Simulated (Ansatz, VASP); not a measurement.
BaTiO3: VASP beside Ansatz

Contents of POSCAR:

```
BaTiO3
1.0
    4.0272384500      4.0272384500      0.0000000000
    0.0000000000      4.0272384500      4.0272384500
    4.0272384500      0.0000000000      4.0272384500
Ba Ti O
2 2 6
Direct
    0.2500000000      0.2500000000      0.2500000000
    0.7500000000      0.7500000000      0.7500000000
    0.0000000000      0.0000000000      0.0000000000
    0.5000000000      0.5000000000      0.5000000000
    0.2500000000      0.7500000000      0.2500000000
    0.7500000000      0.2500000000      0.7500000000
    0.2500000000      0.2500000000      0.7500000000
    0.7500000000      0.7500000000      0.2500000000
    0.2500000000      0.7500000000      0.7500000000
    0.7500000000      0.2500000000      0.2500000000
```

Contents of INCAR.step1:

```
SYSTEM = BaTiO3
PREC     = Accurate       ! precision mode
ENCUT    = 520            ! plane-wave cutoff, eV
ISMEAR   = 0              ! smearing method
SIGMA    = 0.0166         ! smearing width, eV
LREAL    = .FALSE.        ! projectors in reciprocal space
LASPH    = .TRUE.         ! aspherical terms in the spheres
NELM     = 150            ! most SCF steps
LMAXMIX  = 4              ! l up to which the mixer works
LDAU     = .TRUE.         ! DFT+U
LDAUTYPE = 1            
LDAUL    = -1 2 -1        ! shell
LDAUU    = 0 7.36 0       ! U, eV
LDAUJ    = 0 0.59 0     
NBANDS   = 51             ! bands
GGA      = PE             ! functional
ALGO     = Normal         ! electronic algorithm
EDIFF    = 1E-4           ! SCF threshold, eV
LWAVE    = .TRUE.         ! write WAVECAR
LCHARG   = .FALSE.        ! write CHGCAR
```

The input INCAR.step2:

```
SYSTEM = BaTiO3
PREC     = Accurate       ! precision mode
ENCUT    = 520            ! plane-wave cutoff, eV
EDIFF    = 1E-6           ! SCF threshold, eV
ISMEAR   = 0              ! smearing method
SIGMA    = 0.0166         ! smearing width, eV
LREAL    = .FALSE.        ! projectors in reciprocal space
LASPH    = .TRUE.         ! aspherical terms in the spheres
NELM     = 150            ! most SCF steps
ALGO     = Normal         ! electronic algorithm
ISIF     = 2              ! what is computed and relaxed
LWAVE    = .FALSE.        ! write WAVECAR
LCHARG   = .FALSE.        ! write CHGCAR
LMAXMIX  = 4              ! l up to which the mixer works
LDAU     = .TRUE.         ! DFT+U
LDAUTYPE = 1            
LDAUL    = -1 2 -1        ! shell
LDAUU    = 0 7.36 0       ! U, eV
LDAUJ    = 0 0.59 0     
LDAUPRINT= 1            
METAGGA  = R2SCAN         ! meta-GGA
LMIXTAU  = .TRUE.       
NBANDS   = 51             ! bands
ISTART   = 1
```

KPOINTS

```
Automatic mesh
0
G
  6 6 6
  0 0 0
```

Input for Ansatz:

```yaml
crystal:
  lattice:
    - [4.02723845, 4.02723845, 0.0]
    - [0.0, 4.02723845, 4.02723845]
    - [4.02723845, 0.0, 4.02723845]
  atoms:
    - { symbol: Ba, position: [0.25, 0.25, 0.25] }
    - { symbol: Ba, position: [0.75, 0.75, 0.75] }
    - { symbol: Ti, position: [0.0, 0.0, 0.0] }
    - { symbol: Ti, position: [0.5, 0.5, 0.5] }
    - { symbol: O, position: [0.25, 0.75, 0.25] }
    - { symbol: O, position: [0.75, 0.25, 0.75] }
    - { symbol: O, position: [0.25, 0.25, 0.75] }
    - { symbol: O, position: [0.75, 0.75, 0.25] }
    - { symbol: O, position: [0.25, 0.75, 0.75] }
    - { symbol: O, position: [0.75, 0.25, 0.25] }
  symmetry: { tolerance: 0.0003 }
kpoints:
  mp_grid: { grid: [6, 6, 6], shift: [0, 0, 0] }
  band_path:
    path:
      - [0.0, 0.0, 0.0]
      - [0.5, 0.5, 0.0]
      - [1.0, 0.5, 0.5]
      - [0.0, 0.0, 0.0]
      - [1.0, 1.0, 1.0]
      - [0.5, 0.5, 0.0]
      - [1.0, 1.0, 1.0]
      - [1.0, 0.5, 0.5]
    npoints: 8
magnetization:
  spin_polarized: false
scf:
  occupations: { method: gaussian, width: 0.0166 }
  lower_state_search: "off"
  max_iter: 200
hamiltonian:
  pseudopotentials: { kind: paw }
  xc: r2scan
  hubbard:
    projectors: all-electron-ortho-atomic
    sites: [{ species: Ti, l: d, u: 7.36, j: 0.59 }]
basis:
  ecutwfc: 500
  fft_grid_basis: typed
output:
  forces: true
  stress: true
  eigenvalues: true
  bader: true
  populations: true
  elf: true
  write_potential: true
  volumetric_format: npy
  dos:
    e_range: [-12, 8]
    de: 0.05
    projected: { site_lists: { Ba: [Ba], O: [O], Ti: [Ti] } }
checkpoint:
  read: saved_state
```

Alike in both runs: task single point; functional r2SCAN; k mesh 6 × 6 × 6; occupations gaussian, width 0.0166 eV; no spin polarisation; Hubbard terms Ti d U = 7.36 eV, J = 0.59 eV.

|  | VASP | Ansatz |
| --- | --- | --- |
| version | VASP 6.6.1 | Ansatz 0.2.0 |
| potentials or method | VASP PAW PBE potentials, release 64 (Ba_sv, Ti_sv, O), cutoff 520 eV | PAW plane waves |
| valence electrons in the cell | 80 | 80 |

|  | VASP | Ansatz | Ansatz less VASP |
| --- | --- | --- | --- |
| gap on the k mesh at the Fermi level (eV) | 3.03 | 3.07 | +0.045 |
| pressure (GPa) | 2.7 | -1.9 | -4.61 |

VASP's potentials were made for PBE, not for r2SCAN. The programs project onto different local orbitals, so the same U acts differently, and such runs can settle in different states.

Spin-orbit coupling is off throughout.
